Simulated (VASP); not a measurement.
Here is a VASP 6.6.1 calculation.

File INCAR:

```
ALGO = Normal
EDIFF = 1E-6
ENCUT = 520
GGA = PE
ISIF = 2
ISMEAR = 0
LASPH = T
LCHARG = T
LELF = T
LREAL = F
LVHAR = T
LWAVE = F
NBANDS = 31
NELM = 60
PREC = Accurate
SIGMA = 0.02
```

KPOINTS

```
k-points
0
Gamma
  8 8 4
```

File POSCAR:

```
MgCd2SeS2
1.0
    3.7520183398      0.0000000000      0.0000000000
    0.0000000000      3.7520183398      0.0000000000
    0.0000000000      0.0000000000     11.2173319311
Mg Cd Se S
1 2 1 2
Direct
    0.0000000000      0.0000000000      0.0000000000
    0.5000000000      0.0000000000      0.6061291340
    0.0000000000      0.5000000000      0.3938708660
    0.5000000000      0.5000000000      0.0000000000
    0.5000000000      0.0000000000      0.3648135249
    0.0000000000      0.5000000000      0.6351864751
```

Potentials or basis: VASP PAW PBE potentials, release 64 (Mg, Cd, Se, S).

Command:

```sh
$ cat potpaw_PBE.64/Mg/POTCAR potpaw_PBE.64/Cd/POTCAR potpaw_PBE.64/Se/POTCAR potpaw_PBE.64/S/POTCAR > POTCAR
$ mpirun -np 1 vasp_std > vasp.out
```

(1) Predict the band gap on the k mesh.

(2) Estimate the pressure.

Results:

(1) 0.70 eV (least direct gap 0.72 eV).

(2) 0.2 GPa.
